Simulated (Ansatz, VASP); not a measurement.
MgSe: VASP beside Ansatz

INCAR

```
ALGO = Normal ; EDIFF = 1E-6
ENCUT = 600 ; GGA = PE
GGA_COMPAT = F ; ISIF = 2
ISMEAR = 0 ; LASPH = T
LCHARG = T ; LELF = T
LREAL = F ; LVHAR = T
LWAVE = F ; NBANDS = 11
NELM = 120 ; PREC = Accurate
SIGMA = 0.01
```

The input KPOINTS:

```
k-points
0
Gamma
  6 6 6
```

POSCAR

```
MgSe
1.0
    0.0000000000      2.7255000000      2.7255000000
    2.7255000000      0.0000000000      2.7255000000
    2.7255000000      2.7255000000      0.0000000000
Mg Se
1 1
Direct
    0.0000000000      0.0000000000      0.0000000000
    0.4908273711      0.5091726289      0.5091726289
```

Input for Ansatz:

```yaml
crystal:
  lattice:
    - [0.0, 2.7255, 2.7255]
    - [2.7255, 0.0, 2.7255]
    - [2.7255, 2.7255, 0.0]
  atoms:
    - { symbol: Mg, position: [0.0, 0.0, 0.0] }
    - { symbol: Se, position: [0.4908273711245643, 0.5091726288754357, 0.5091726288754357] }
kpoints:
  mp_grid:
    grid: [6, 6, 6]
hamiltonian:
  xc: pbe
scf:
  occupations:
    method: fixed
output:
  forces: true
```

Alike in both runs: task single point; functional PBE; k mesh 6 × 6 × 6; no spin polarisation.

```csv
,VASP,Ansatz
version,VASP 6.6.1,Ansatz 0.2.0
potentials or method,"VASP PAW PBE potentials, release 64 (Mg, Se)","plane waves, PAW"
plane-wave cutoff (eV),600,420
occupations,"gaussian, width 0.01 eV",fixed
valence electrons in the cell,8,26
```

VASP gave:

* rms of the force components (eV/Å): 0.073

Question: Estimate Ansatz's values.

Answer: rms of the force components (eV/Å): 0.072.

Atom by atom the forces differ by 0.000 eV/Å (rms over components). VASP's potentials hold 8 valence electrons a cell and Ansatz's 26, so a difference there can come from the potentials and not from the codes.
